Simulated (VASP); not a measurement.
# Ti: single point with PBEsol

Crystal: Ti.

```
CELL_PARAMETERS angstrom
-1.46840 1.46840 1.46840
1.46840 -1.46840 1.46840
1.46840 1.46840 -1.46840
ATOMIC_POSITIONS crystal
Ti 0.00000 0.00000 0.00000
```

```yaml
Program: VASP 6.6.1
Task: single point
Functional: PBEsol
Potentials_or_basis: VASP PAW PBE potentials, release 64 (Ti_sv)
Cutoff: 520 eV
k_mesh: 7 × 7 × 7
Occupations: fermi-dirac, width 0.05 eV
Spin: no spin polarisation
Dipole_correction: no
Further_INCAR_settings: ALGO = Normal; EDIFF = 1e-06; NBANDS = 12
```

- Pressure: 44.1 GPa
- Band gap on the k mesh: zero (band 6 reaches 12.89 eV, above the bottom of band 7 at 11.03 eV)

Levels at points of the mesh, in eV from the Fermi level:
```tsv
k point	band 3	band 4	band 5	band 6	band 7	band 8	band 9	band 10
(0.00, 0.00, 0.00)	-31.22	-31.22	-6.50	1.12	1.12	1.12	3.70	3.70
```

Wall time 4 s on 1 thread of Intel Xeon 6975P-C, with other jobs on the host, peak memory 0.12 GiB.

Caveat: the k points lie up to 0.43 Å⁻¹ apart; the PAW data sets were made with another functional, which shifts forces and pressure a little.
